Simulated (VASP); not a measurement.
A run of VASP 6.6.1:

Contents of INCAR:

```
PREC     = Accurate       # precision mode
ENCUT    = 520            # plane-wave cutoff, eV
EDIFF    = 1E-6           # SCF threshold, eV
ISMEAR   = 0              # smearing method
SIGMA    = 0.02           # smearing width, eV
LREAL    = False          # projectors in reciprocal space
LASPH    = True           # aspherical terms in the spheres
NELM     = 80             # most SCF steps
ALGO     = Normal         # electronic algorithm
ISIF     = 2              # what is computed and relaxed
LWAVE    = False          # write WAVECAR
LCHARG   = False          # write CHGCAR
GGA      = PE             # functional
NBANDS   = 20             # bands
```

The input KPOINTS:

```
regular mesh
0
Gamma
  8 8 8
```

Contents of POSCAR:

```
CdF2
1.0
    0.0000000000      2.6327985599      2.6327985599
    2.6327985599      0.0000000000      2.6327985599
    2.6327985599      2.6327985599      0.0000000000
Cd F
1 2
Direct
    0.0000000000      0.0000000000      0.0000000000
    0.2500000000      0.2500000000      0.2500000000
    0.7500000000      0.7500000000      0.7500000000
```

Potentials or basis: VASP PAW PBE potentials, release 64 (Cd, F).

The run is started by

```sh
$ cat potpaw_PBE.64/Cd/POTCAR potpaw_PBE.64/F/POTCAR > POTCAR
$ mpirun -np 1 vasp_std > vasp.out
```

Hardware: 1 thread of AMD EPYC 9R45 96-Core Processor (Zen 5), on a shared host.

Task: Estimate the wall time of this run.

Result: Run time: 14 s on 1 thread of AMD EPYC 9R45 96-Core Processor (Zen 5), on a shared host, peak memory 0.13 GiB. Counts: scf iterations 14, k points 29.
